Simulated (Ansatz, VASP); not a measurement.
# Two plane-wave programs on Ti

```
Ti
1.0
     3.75649    0.00000    0.00000
    -1.87825    3.25322    0.00000
     0.00000    0.00000    4.26187
Ti
3
Cartesian
  0.8467 0.0000 1.4206
  -0.4234 0.7333 2.8412
  1.4549 2.5199 0.0000
```

Alike in both runs: task single point; functional r2SCAN; k mesh 6 × 6 × 4; occupations gaussian, width 0.1 eV; no spin polarisation.

```csv
,VASP,Ansatz
version,VASP 6.6.1,Ansatz 0.2.0
potentials or method,"VASP PAW PBE potentials, release 64 (Ti_sv), cutoff 520 eV","scalar-relativistic, plane waves, PAW"
valence electrons in the cell,36,36
```

Ansatz gave:

```
gap on the k mesh at the Fermi level (eV)                     : none
pressure (GPa)                                                : 3.3
traceless stress, the component that is largest in VASP (GPa) : -1.85
rms of the force components (eV/Å)                            : 1.211
```

Q: Which values does VASP return?

A: gap on the k mesh at the Fermi level (eV): none; pressure (GPa): 5.8; traceless stress, the component that is largest in VASP (GPa): -0.48; rms of the force components (eV/Å): 1.497.

VASP's potentials were made for PBE, not for r2SCAN. Atom by atom the forces differ by 0.285 eV/Å (rms over components). A gap of «none» marks a metal or a gap that the smearing closes. With one functional, cell and mesh, what is left measures potentials, basis and numerics.

The k mesh is coarse, so the values compare programs but aren't converged.
